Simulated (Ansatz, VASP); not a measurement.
One calculation of Ba, two programs

```xyz
1
Lattice="0.0000 3.1459 3.1459 3.1459 0.0000 3.1459 3.1459 3.1459 0.0000" Properties=species:S:1:pos:R:3 pbc="T T T"
Ba    0.0000    0.0000    0.0000
```

Alike in both runs: functional PBE; k mesh 11 × 11 × 11; occupations fermi-dirac, width 0.05 eV; no spin polarisation.

Ansatz relaxed the structure, and its values are those at the end. VASP's run is a single point on that final structure, the one shown.

|  | VASP | Ansatz |
| --- | --- | --- |
| version | VASP 6.6.1 | Ansatz 0.2.0 |
| potentials or method | VASP PAW PBE potentials, release 64 (Ba_sv), cutoff 520 eV | all-electron LAPW, non-relativistic |

VASP gave:

- pressure (GPa): 0.3

What did Ansatz give for the same quantities?

Pressure (GPa): 0.0.

Ansatz ran all-electron here, and VASP with PAW potentials.

Spin-orbit coupling is off throughout.
